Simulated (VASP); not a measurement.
Here is a VASP 6.6.1 calculation.

The input INCAR:

```
SYSTEM = B3As2
ALGO = Normal
EDIFF = 1E-7
EDIFFG = -0.01
ENCUT = 600
GGA = PE
IBRION = 2
ISIF = 3
ISMEAR = 0
LASPH = .TRUE.
LCHARG = .FALSE.
LREAL = .FALSE.
LWAVE = .FALSE.
NELM = 80
NSW = 100
PREC = Accurate
SIGMA = 0.1
```

The input KPOINTS:

```
k-points
0
G
  8 8 14
  0 0 0
```

Contents of POSCAR:

```
B3As2
1.0
    3.3070452066     -3.7837539933      0.0000000000
    3.3070452066      3.7837539933      0.0000000000
    0.0000000000      0.0000000000      2.7437823505
B As
3 2
Direct
    0.1035733124      0.8964266876      0.0000000000
    0.8964266876      0.1035733124      0.0000000000
    0.5000000000      0.5000000000      0.5000000000
    0.5000000000      0.0000000000      0.0000000000
    0.0000000000      0.5000000000      0.0000000000
```

Potentials or basis: VASP PAW PBE potentials, release 64 (B, As).

Command:

```sh
$ cat potpaw_PBE.64/B/POTCAR potpaw_PBE.64/As/POTCAR > POTCAR
$ mpirun -np 1 vasp_std > vasp.out
```

Question: Predict the relaxed cell.

Answer: a = 5.110 Å, b = 5.110 Å, c = 2.608 Å, α = 90.00°, β = 90.00°, γ = 98.48°.

Question: Estimate the space group after relaxing (to 0.1 Å).

Answer: Cmmm (No. 65).

Final structure:
```
B As
1.0
     3.33635   -3.87046    0.00000
     3.33635    3.87046    0.00000
     0.00000    0.00000    2.60759
B As
3 2
Direct
  0.10217 0.89783 0.00000
  0.89783 0.10217 0.00000
  0.50000 0.50000 0.50000
  0.50000 0.00000 0.00000
  0.00000 0.50000 0.00000
```

Caveat: the highest band is partly filled, so the run has too few bands.
